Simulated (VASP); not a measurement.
# IrRh2 (P-3m1) in VASP: further runs

IrRh2 is run at these levels: PBE, LDA; tasks: single point, relaxation of cell and atoms.

All numbers are computed with VASP 6.6.1; they aren't measurements. Logs are shortened: lines on timing, memory, paths and dates and some standing lists are left out, and cuts for length are marked.

### Step 1. The cell of the first run

The structure is trigonal, space group P-3m1 (No. 164). Conventional cell: a = 2.691 Å, b = 2.691 Å, c = 6.592 Å, α = 90.00°, β = 90.00°, γ = 120.00°. Ir (site symmetry -3m) has 6 Rh at 2.69 Å and 6 Ir at 2.69 Å within 3.5 Å. Within 3.5 Å of Rh (site symmetry 3m) lie 3 Ir at 2.69 Å and 9 Rh at 2.69 Å.

### Step 2. Single point, PBE

Contents of INCAR:

```
PREC     = Accurate       # precision mode
ENCUT    = 520            # plane-wave cutoff, eV
EDIFF    = 1E-7           # SCF threshold, eV
ISMEAR   = 0              # smearing method
SIGMA    = 0.1            # smearing width, eV
LREAL    = False          # projectors in reciprocal space
LASPH    = True           # aspherical terms in the spheres
NELM     = 100            # most SCF steps
ALGO     = Fast           # electronic algorithm
ISIF     = 2              # what is computed and relaxed
LWAVE    = False          # write WAVECAR
LCHARG   = False          # write CHGCAR
GGA      = PE             # functional
NBANDS   = 26             # bands
```

Contents of KPOINTS:

```
Automatic mesh
0
Gamma
  6 6 4
```

Contents of POSCAR:

```
IrRh2
1.0
    2.6911319000      0.0000000000      0.0000000000
   -1.3455659500      2.3305885900      0.0000000000
    0.0000000000      0.0000000000      6.5918999900
Ir Rh
1 2
Direct
    0.0000000000      0.0000000000      0.5000000000
    0.6666666700      0.3333333300      0.8333333300
    0.3333333300      0.6666666700      0.1666666700
```

Potentials or basis: VASP PAW PBE potentials, release 64 (Ir, Rh_pv).

Run with:

```console
$ cat potpaw_PBE.64/Ir/POTCAR potpaw_PBE.64/Rh_pv/POTCAR > POTCAR
$ mpirun -np 1 vasp_std > vasp.out
```

OUTCAR:

```text
PREC = Accurate
   ENCUT = 520
   EDIFF = 1E-7
   ISMEAR = 0
   LREAL = False
   LASPH = True
   NELM = 100
   ISIF = 2
   GGA = PE

 ion  position               nearest neighbor table
   1  0.000  0.000  0.500-   2 2.69   3 2.69   3 2.69   2 2.69   2 2.69   3 2.69
   2  0.667  0.333  0.833-   1 2.69   1 2.69   1 2.69   3 2.69   3 2.69   3 2.69
   3  0.333  0.667  0.167-   1 2.69   1 2.69   1 2.69   2 2.69   2 2.69   2 2.69

  LATTYP: Found a hexagonal cell.
 ALAT       =     2.6911319000
 C/A-ratio  =     2.4494897444

  Lattice vectors:

 A1 = (   2.6911319000,   0.0000000000,   0.0000000000)
 A2 = (  -1.3455659500,   2.3305885900,   0.0000000000)
 A3 = (   0.0000000000,   0.0000000000,   6.5918999900)

Analysis of symmetry for initial positions (statically):
=====================================================================
 Subroutine PRICEL returns:
 Original cell was already a primitive cell.

 Routine SETGRP: Setting up the symmetry group for a
 hexagonal supercell.

 Subroutine GETGRP returns: Found 12 space group operations
 (whereof 12 operations were pure point group operations)
 out of a pool of 24 trial point group operations.

The static configuration has the point symmetry D_3d.

Analysis of symmetry for dynamics (positions and initial velocities):
=====================================================================
 Subroutine PRICEL returns:
 Original cell was already a primitive cell.

 Routine SETGRP: Setting up the symmetry group for a
 hexagonal supercell.

 Subroutine GETGRP returns: Found 12 space group operations
 (whereof 12 operations were pure point group operations)
 out of a pool of 24 trial point group operations.

The dynamic configuration has the point symmetry D_3d.

 Subroutine INISYM returns: Found 12 space group operations
 (whereof 12 operations are pure point group operations),
 and found     1 'primitive' translations

----------------------------------------------------------------------------------------

                                     Primitive cell

  volume of cell :      41.3439

  direct lattice vectors                    reciprocal lattice vectors
     2.691131900  0.000000000  0.000000000     0.371590854  0.214538079  0.000000000
    -1.345565950  2.330588590  0.000000000     0.000000000  0.429076159  0.000000000
     0.000000000  0.000000000  6.591899990     0.000000000  0.000000000  0.151701331

  length of vectors
     2.691131900  2.691131900  6.591899990     0.429076159  0.429076159  0.151701331

  position of ions in fractional coordinates (direct lattice)
     0.000000000  0.000000000  0.500000000
     0.666666670  0.333333330  0.833333330
     0.333333330  0.666666670  0.166666670

  ion indices of the primitive-cell ions
   primitive index   ion index
                 1           1
                 2           2
                 3           3

----------------------------------------------------------------------------------------

 KPOINTS: Automatic mesh

Automatic generation of k-mesh.
 Grid dimensions read from file:
 generate k-points for:    6    6    4

 Generating k-lattice:

  Cartesian coordinates                     Fractional coordinates (reciprocal lattice)
     0.061931809  0.035756347  0.000000000     0.166666667  0.000000000  0.000000000
     0.000000000  0.071512693  0.000000000     0.000000000  0.166666667  0.000000000
     0.000000000  0.000000000  0.037925333     0.000000000  0.000000000  0.250000000

  Length of vectors
     0.071512693  0.071512693  0.037925333

  Shift w.r.t. Gamma in fractional coordinates (k-lattice)
     0.000000000  0.000000000  0.000000000

 Subroutine IBZKPT returns following result:
 ===========================================

 Found     24 irreducible k-points:

 Following reciprocal coordinates:
            Coordinates               Weight
  0.000000  0.000000  0.000000      1.000000
  0.166667  0.000000  0.000000      6.000000
  0.333333  0.000000  0.000000      6.000000
  0.500000  0.000000  0.000000      3.000000
  0.166667  0.166667  0.000000      6.000000
  0.333333  0.166667  0.000000     12.000000
[... 16 lines left out ...]
  0.333333  0.166667  0.500000     12.000000
  0.333333  0.333333  0.500000      2.000000
   k-points           NKPTS =     24   k-points in BZ     NKDIM =     24   number of bands    NBANDS=     26
   number of dos      NEDOS =    301   number of ions     NIONS =      3
   total plane-waves  NPLWV =  20000
   dimension x,y,z NGX =    20 NGY =   20 NGZ =   50
   dimension x,y,z NGXF=    40 NGYF=   40 NGZF=  100
   ions per type =               1   2
   NGX,Y,Z   is equivalent  to a cutoff of  12.36, 12.36, 12.61 a.u.
   NGXF,Y,Z  is equivalent  to a cutoff of  24.71, 24.71, 25.22 a.u.
 SYSTEM =  unknown system
   PREC   = accura    normal or accurate (medium, high low for compatibility)
   ISTART =      0    job   : 0-new  1-cont  2-samecut
   ICHARG =      2    charge: 1-file 2-atom 10-const
   ISPIN  =      1    spin polarized calculation?
   LNONCOLLINEAR =      F non collinear calculations
   LSORBIT =      F    spin-orbit coupling
   LASPH  =      T    aspherical Exc in radial PAW
   ENCUT  =  520.0 eV  38.22 Ry    6.18 a.u.   5.00  5.00 12.26*2*pi/ulx,y,z
   NELM   =    100;   NELMIN=  2; NELMDL= -5     # of ELM steps
   EDIFF  = 0.1E-06   stopping-criterion for ELM
   LREAL  =      F    real-space projection
   EDIFFG = 0.1E-05   stopping-criterion for IOM
   NSW    =      0    number of steps for IOM
   IBRION =     -1    ionic relax: 0-MD 1-quasi-New 2-CG
   NFREE  =      0    steps in history (QN), initial steepest desc. (CG)
   ISIF   =      2    stress and relaxation
   ISYM   =      2    0-nonsym 1-usesym 2-fastsym
   POTIM  = 0.5000    time-step for ionic-motion
   TEBEG  =    0.0;   TEEND  =   0.0 temperature during run
   PSTRESS=    0.0 pullay stress
   NELECT =      39.0000    total number of electrons
   NUPDOWN=      -1.0000    fix difference up-down
   EMIN   =  10.00;   EMAX   =-10.00  energy-range for DOS
   EFERMI =   0.00;   METHOD = LEGACY
   ISMEAR =     0;   SIGMA  =   0.10  broadening in eV -4-tet -1-fermi 0-gaus
   EFERMI_NEDOS =   21; number of points for ismear=-14 and -15
   IALGO  =     68    algorithm
   IMIX   =      4    mixing-type and parameters
     AMIX     =   0.40;   BMIX     =  1.00
     AMIX_MAG =   1.60;   BMIX_MAG =  1.00
  volume/ion in A,a.u.               =      13.78        93.00
  Fermi-wavevector in a.u.,A,eV,Ry     =   1.605558  3.034064 35.073317  2.577816
  Thomas-Fermi vector in A             =   2.701885
   LORBIT       =      0    0 simple, 1 ext, 2 COOP (PROOUT), +10 PAW based schemes
   GGA     = PE    functional components
   LHFCALC =     F    Hartree Fock is set to
   AEXX    =    0.0000 exact exchange contribution
   IVDW    =     0    specifies the selected vdW correction
   LEPSILON=     F    determine dielectric tensor
   LRPA    =     F    only Hartree local field effects (RPA)
 non-spin polarized calculation
 RMM-DIIS sequential band-by-band and
 Gauss-broadening in eV      SIGMA  =   0.10
  energy-cutoff  :      520.00
  volume of cell :       41.34
 maximum number of plane-waves:      1138
   NGX =  9   NGY =  9   NGZ = 25

 number of electron      39.0000005 magnetization

 Free energy of the ion-electron system (eV)
  ---------------------------------------------------
  ext. energy  EPLUGINS =         0.00000000
  ---------------------------------------------------
  free energy    TOTEN  =       -23.30138107 eV

  energy without entropy =      -23.29244730  energy(sigma->0) =      -23.29691418

 E-fermi :  11.3608     XC(G=0): -14.0647

 val. band max:       11.3137523790   @ k =   0.1667   0.1667   0.5000
 cond. band min:      11.3809880298   @ k =   0.3333   0.3333   0.0000
 fundamental gap:      0.0672356508
 Fermi energy:        11.3608404021

 k-point     1 :       0.0000    0.0000    0.0000
  band No.  band energies     occupation
      1     -35.5467      2.00000
      2     -35.1790      2.00000
      3     -34.9705      2.00000
      4     -34.9705      2.00000
      5     -34.9199      2.00000
      6     -34.9199      2.00000
[... 18 lines left out ...]
     25      23.5065      0.00000
     26      23.8149      0.00000

 k-point     2 :       0.1667    0.0000    0.0000
  band No.  band energies     occupation
      1     -35.5107      2.00000
      2     -35.2083      2.00000
      3     -35.0853      2.00000
      4     -35.0557      2.00000
      5     -35.0091      2.00000
      6     -34.9487      2.00000
[... 18 lines left out ...]
     25      23.9659      0.00000
     26      24.1464      0.00000

 k-point     3 :       0.3333    0.0000    0.0000
  band No.  band energies     occupation
      1     -35.4685      2.00000
      2     -35.4170      2.00000
      3     -35.2829      2.00000
      4     -35.1668      2.00000
      5     -35.0838      2.00000
      6     -35.0077      2.00000
[... 18 lines left out ...]
     25      21.9257      0.00000
     26      24.2291      0.00000

 k-point     4 :       0.5000    0.0000    0.0000
  band No.  band energies     occupation
      1     -35.5557      2.00000
      2     -35.5224      2.00000
      3     -35.2895      2.00000
      4     -35.1994      2.00000
      5     -35.1203      2.00000
      6     -35.0375      2.00000
[... 18 lines left out ...]
     25      19.8147      0.00000
     26      20.3967      0.00000
[... 496 lines left out ...]
      1     -35.4633      2.00000
      2     -35.3250      2.00000
      3     -35.2394      2.00000
      4     -35.1488      2.00000
      5     -35.0745      2.00000
      6     -35.0266      2.00000
[... 18 lines left out ...]
     25      19.5884      0.00000
     26      25.4111      0.00000

 k-point    23 :       0.3333    0.1667    0.5000
  band No.  band energies     occupation
      1     -35.4899      2.00000
      2     -35.4650      2.00000
      3     -35.2951      2.00000
      4     -35.2187      2.00000
      5     -35.1545      2.00000
      6     -35.1076      2.00000
[... 18 lines left out ...]
     25      20.4056      0.00000
     26      21.4972      0.00000

 k-point    24 :       0.3333    0.3333    0.5000
  band No.  band energies     occupation
      1     -35.4114      2.00000
      2     -35.4114      2.00000
      3     -35.3859      2.00000
      4     -35.2808      2.00000
      5     -35.1981      2.00000
      6     -35.1981      2.00000
[... 18 lines left out ...]
     25      18.7145      0.00000
     26      20.2257      0.00000

------------------------ aborting loop because EDIFF is reached ----------------------------------------

  FORCE on cell =-STRESS in cart. coord.  units (eV):
  Direction    XX          YY          ZZ          XY          YZ          ZX
  --------------------------------------------------------------------------------------
  -------------------------------------------------------------------------------------
  Total        2.8591639      2.8591639      1.7684394      0.0000000     -0.0000000      0.0000000
  in kB      110.7996581    110.7996581     68.5313917      0.0000000     -0.0000000      0.0000000
  external PRESSURE =      96.7102360 kB  Pullay stress =       0.0000000 kB

 VOLUME and BASIS-vectors are now :
 -----------------------------------------------------------------------------
  energy-cutoff  :      520.00
  volume of cell :       41.34
      direct lattice vectors                 reciprocal lattice vectors
     2.691131900  0.000000000  0.000000000     0.371590854  0.214538079  0.000000000
    -1.345565950  2.330588590  0.000000000     0.000000000  0.429076159  0.000000000
     0.000000000  0.000000000  6.591899990     0.000000000  0.000000000  0.151701331

 POSITION                                       TOTAL-FORCE (eV/Angst)
 -----------------------------------------------------------------------------------
      0.00000      0.00000      3.29595        -0.000000      0.000000      0.000000
      1.34557      0.77686      5.49325         0.000000      0.000000     -0.152587
     -0.00000      1.55373      1.09865        -0.000000     -0.000000      0.152587
 -----------------------------------------------------------------------------------
    total drift:                                0.000000      0.000000      0.000000

  FREE ENERGIE OF THE ION-ELECTRON SYSTEM (eV)
  ---------------------------------------------------
  free  energy   TOTEN  =       -23.3013810655 eV

  energy  without entropy=      -23.2924472999  energy(sigma->0) =      -23.29691418
```

Wall time 49 s (1 thread of Intel Xeon Platinum 8259CL at 2.50GHz (Skylake/Cascade Lake), shared host); peak memory 0.16 GiB.

What came out:

| Property | Result |
| --- | --- |
| Free energy | -23.3014 eV |
| Pressure | 9.7 GPa |
| Largest force | 0.153 eV/Å |

Forces on the atoms (eV/Å):
```
Ir   0.000  0.000  0.000
Rh   0.000  0.000 -0.153
Rh   0.000  0.000  0.153
```

Stress tensor (GPa, compression positive):
```
11.08  0.00  0.00
 0.00 11.08  0.00
 0.00  0.00  6.85
```

Caveat: the k points lie up to 0.45 Å⁻¹ apart; spin-orbit coupling is left out, which moves the levels of the heavy elements.

### Step 3. Single point, PBE

This run uses another cell than the first one, of 14.22 Å³/atom, 1.032 times its volume.

Contents of INCAR:

```
SYSTEM = IrRh2
PREC = Accurate
ENCUT = 520
EDIFF = 1E-7
ISMEAR = 0
SIGMA = 0.1
LREAL = .False.
LASPH = .True.
NELM = 60
ALGO = Fast
ISIF = 2
LWAVE = .False.
LCHARG = .False.
GGA = PE
NBANDS = 26
```

Contents of KPOINTS:

```
regular mesh
0
Gamma
  6 6 4
  0 0 0
```

Contents of POSCAR:

```
IrRh2
1.0
    2.7264573716      0.0000000000      0.0000000000
   -1.3632286858      2.3611813461      0.0000000000
    0.0000000000      0.0000000000      6.6247630190
Ir Rh
1 2
Direct
    0.0000000000      0.0000000000      0.5000000000
    0.6666666667      0.3333333333      0.8316315648
    0.3333333333      0.6666666667      0.1683684352
```

Potentials or basis: VASP PAW PBE potentials, release 64 (Ir, Rh_pv).

Run with:

```console
$ cat potpaw_PBE.64/Ir/POTCAR potpaw_PBE.64/Rh_pv/POTCAR > POTCAR
$ mpirun -np 1 vasp_std > vasp.out
```

It took 46 s on 1 thread of Intel Xeon Platinum 8259CL at 2.50GHz (Skylake/Cascade Lake), shared host; peak memory 0.16 GiB.

The run converged. Its results:

| Quantity | Value |
| --- | --- |
| Free energy | -23.3452 eV |
| Pressure | 0.1 GPa |
| Largest force | 0.010 eV/Å |

Forces in eV/Å, atoms in the order of the input:
```
Ir   0.000  0.000  0.000
Rh   0.000  0.000  0.010
Rh   0.000  0.000 -0.010
```

Levels at points of the mesh, in eV from the Fermi level:
```
           k point  band 18  band 19  band 20  band 21  band 22  band 23
(0.00, 0.00, 0.00)    -2.21    -0.87    -0.87    -0.25    -0.25     0.06
(0.50, 0.00, 0.00)     0.68     0.96     1.20     1.41     2.73     3.26
(0.00, 0.00, 0.50)    -1.02    -1.02    -1.02    -1.02     0.49     0.81
(0.50, 0.00, 0.50)     0.39     0.67     0.78     0.81     1.33     3.95
```

Caveat: the k points lie up to 0.44 Å⁻¹ apart; spin-orbit coupling is left out, which moves the levels of the heavy elements.

### Step 4. Relaxation of cell and atoms, PBE

Contents of INCAR:

```
PREC     = Accurate       # precision mode
ENCUT    = 600            # plane-wave cutoff, eV
EDIFF    = 1E-6           # SCF threshold, eV
ISMEAR   = 0              # smearing method
SIGMA    = 0.1            # smearing width, eV
LREAL    = F              # projectors in reciprocal space
LASPH    = T              # aspherical terms in the spheres
NELM     = 100            # most SCF steps
ALGO     = Normal         # electronic algorithm
ISIF     = 3              # what is computed and relaxed
LWAVE    = F              # write WAVECAR
LCHARG   = F              # write CHGCAR
GGA      = PE             # functional
IBRION   = 2              # ionic algorithm
NSW      = 90             # ionic steps
EDIFFG   = -0.04          # ionic threshold
```

Contents of KPOINTS:

```
regular mesh
0
Gamma
  6 6 4
```

Contents of POSCAR:

```
IrRh2
1.0
    2.6911319000      0.0000000000      0.0000000000
   -1.3455659500      2.3305885900      0.0000000000
    0.0000000000      0.0000000000      6.5918999900
Ir Rh
1 2
Direct
    0.0000000000      0.0000000000      0.5000000000
    0.6666666700      0.3333333300      0.8333333300
    0.3333333300      0.6666666700      0.1666666700
```

Run with:

```console
$ cat potpaw_PBE.64/Ir/POTCAR potpaw_PBE.64/Rh_pv/POTCAR > POTCAR
$ mpirun -np 1 vasp_std > vasp.out
```

Run time: 3 min. Hardware: 1 thread of Intel Xeon Platinum 8259CL at 2.50GHz (Skylake/Cascade Lake), shared host; peak memory 0.21 GiB.

Results (log left out):

```
Free energy                            : -23.3408 eV
Relaxed volume                         : 14.22 Å³/atom
Relaxed cell                           : a = 2.727 Å, b = 2.727 Å, c = 6.626 Å, α = 90.00°, β = 90.00°, γ = 120.00°
Space group after relaxing (to 0.05 Å) : P-3m1 (No. 164)
Energy gained by relaxing              : 14.0 meV/atom
Ionic steps                            : 7
Pressure after relaxing                : 0.0 GPa
```

The path:
```csv
step,energy change (eV),largest force (eV/Å),pressure (GPa),volume (Å³)
1,0.0000,0.1374,9.63,41.34
2,0.2210,0.2092,-19.74,46.50
3,-0.0403,0.1505,-0.53,42.72
4,-0.0404,0.1500,-0.23,42.67
5,-0.0417,0.0284,0.14,42.63
6,-0.0418,0.0546,0.06,42.64
7,-0.0421,0.0013,-0.04,42.66
```

Final structure:
```cif
data_structure
_symmetry_space_group_name_H-M 'P 1'
_symmetry_Int_Tables_number 1
_cell_length_a 2.7266
_cell_length_b 2.7266
_cell_length_c 6.6264
_cell_angle_alpha 90.000
_cell_angle_beta 90.000
_cell_angle_gamma 120.000
_cell_volume 42.66
loop_
_atom_site_label
_atom_site_type_symbol
_atom_site_fract_x
_atom_site_fract_y
_atom_site_fract_z
_atom_site_occupancy
Ir1 Ir 0.00000 0.00000 0.50000 1
Rh1 Rh 0.66667 0.33333 0.83183 1
Rh2 Rh 0.33333 0.66667 0.16817 1
```

Levels at points of the mesh, in eV from the Fermi level:
```
           k point  band 16  band 17  band 18  band 19  band 20  band 21  band 22  band 23
(0.00, 0.00, 0.00)    -2.63    -2.25    -2.21    -0.88    -0.88    -0.26     0.05     0.05
(0.50, 0.00, 0.00)    -2.26     0.67     0.67     0.95     1.19     1.41     2.73     3.26
(0.00, 0.00, 0.50)    -2.52    -2.52    -1.03    -1.03    -1.02    -1.02     0.80     0.80
(0.50, 0.00, 0.50)    -0.57    -0.30     0.39     0.66     0.77     0.80     1.33     3.94
```

Caveat: the k points lie up to 0.44 Å⁻¹ apart in the final cell; spin-orbit coupling is left out, which moves the levels of the heavy elements.

(Continued in part 2 of 2.)
